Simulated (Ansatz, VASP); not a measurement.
## Two plane-wave programs on Cu

Contents of INCAR:

```
PREC = Accurate ; ENCUT = 520
EDIFF = 1E-6 ; ISMEAR = 0
SIGMA = 0.15 ; LREAL = F
LASPH = T ; NELM = 80
ALGO = Fast ; ISIF = 2
LWAVE = F ; LCHARG = T
GGA = PE ; LELF = T
LVHAR = T ; NBANDS = 12
```

File KPOINTS:

```
Automatic mesh
0
Gamma
  22 22 22
```

POSCAR

```
Cu
1.0
    0.0000000000      1.7623125000      1.8526875000
    1.7623125000      0.0000000000      1.8526875000
    1.7623125000      1.7623125000      0.0000000000
Cu
1
Direct
    0.0000000000      0.0000000000      0.0000000000
```

Input for Ansatz:

```yaml
crystal:
  lattice:
    - [0.0, 1.7623125, 1.8526875]
    - [1.7623125, 0.0, 1.8526875]
    - [1.7623125, 1.7623125, 0.0]
  atoms:
    - { symbol: Cu, position: [0.0, 0.0, 0.0] }
basis:
  ecutwfc: 420
kpoints:
  mp_grid: { grid: [22, 22, 22] }
hamiltonian:
  xc: pbe
scf:
  occupations: { method: gaussian, width: 0.15 }
output:
  forces: true
  stress: true
  eigenvalues: true
```

Change from the starting cell: strain -0.025 along x and y, +0.025 along z, atoms carried along.

Alike in both runs: task single point; functional PBE; k mesh 22 × 22 × 22; occupations gaussian, width 0.15 eV; no spin polarisation.

```csv
,VASP,Ansatz
version,VASP 6.6.1,Ansatz 0.2.0
potentials or method,"VASP PAW PBE potentials, release 64 (Cu), cutoff 520 eV","scalar-relativistic, plane waves, PAW"
valence electrons in the cell,11,19
```

Ansatz gave:

| Quantity | Value |
| --- | --- |
| gap on the k mesh at the Fermi level (eV) | none |
| pressure (GPa) | 6.0 |
| traceless stress, the component that is largest in VASP (GPa) | -2.50 |

Estimate VASP's values.

gap on the k mesh at the Fermi level (eV): none; pressure (GPa): 6.6; traceless stress, the component that is largest in VASP (GPa): -2.49.

A gap of «none» marks a metal or a gap that the smearing closes. With one functional, cell and mesh, what is left measures potentials, basis and numerics. VASP's potentials hold 11 valence electrons a cell and Ansatz's 19, so a difference there can come from the potentials and not from the codes.
